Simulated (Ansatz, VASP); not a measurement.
**Two plane-wave programs on WC**

File INCAR:

```
PREC = Accurate ; ENCUT = 520
EDIFF = 1E-7 ; ISMEAR = 0
SIGMA = 0.15 ; LREAL = False
LASPH = True ; NELM = 100
ALGO = Normal ; ISIF = 2
LWAVE = False ; LCHARG = False
GGA = PS ; NBANDS = 16
```

Contents of KPOINTS:

```
Automatic mesh
0
Gamma
  18 18 16
```

File POSCAR:

```
WC
1.0
    2.9295064504      0.0000000000      0.0000000000
   -1.4647532252      2.4867888480      0.0000000000
    0.0000000000      0.0000000000      2.8290000000
W C
1 1
Direct
    0.0000000000      0.0000000000      0.0000000000
    0.6666666667      0.3333333333      0.5000000000
```

Input for Ansatz:

```yaml
crystal:
  lattice:
    - [2.9295064504, 0.0, 0.0]
    - [-1.4647532252, 2.486788848, 0.0]
    - [0.0, 0.0, 2.829]
  atoms:
    - { symbol: W, position: [0.0, 0.0, 0.0] }
    - { symbol: C, position: [0.6666666667, 0.3333333333, 0.5] }
basis:
  ecutwfc: 420
kpoints:
  mp_grid: { grid: [18, 18, 16] }
hamiltonian:
  xc: pbesol
scf:
  occupations: { method: gaussian, width: 0.15 }
output:
  forces: true
  stress: true
  eigenvalues: true
```

Change from the starting cell: strain +0.0100 x Voigt [1, -1, 0, 0, 0, 0], atoms carried along.

Alike in both runs: task single point; functional PBEsol; k mesh 18 × 18 × 16; occupations gaussian, width 0.15 eV; no spin polarisation.

```csv
,VASP,Ansatz
version,VASP 6.6.1,Ansatz 0.2.0
potentials or method,"VASP PAW PBE potentials, release 64 (W_sv, C), cutoff 520 eV","scalar-relativistic, plane waves, PAW"
valence electrons in the cell,18,18
```

Ansatz gave:

```
gap on the k mesh at the Fermi level (eV)                     : none
pressure (GPa)                                                : -0.6
traceless stress, the component that is largest in VASP (GPa) : -5.03
rms of the force components (eV/Å)                            : 0.069
```

Problem. Estimate VASP's values.

Solution. gap on the k mesh at the Fermi level (eV): none; pressure (GPa): 0.7; traceless stress, the component that is largest in VASP (GPa): -5.18; rms of the force components (eV/Å): 0.070.

VASP's potentials were made for PBE, not for PBEsol. Atom by atom the forces differ by 0.002 eV/Å (rms over components). A gap of «none» marks a metal or a gap that the smearing closes.

Spin-orbit coupling is off throughout.
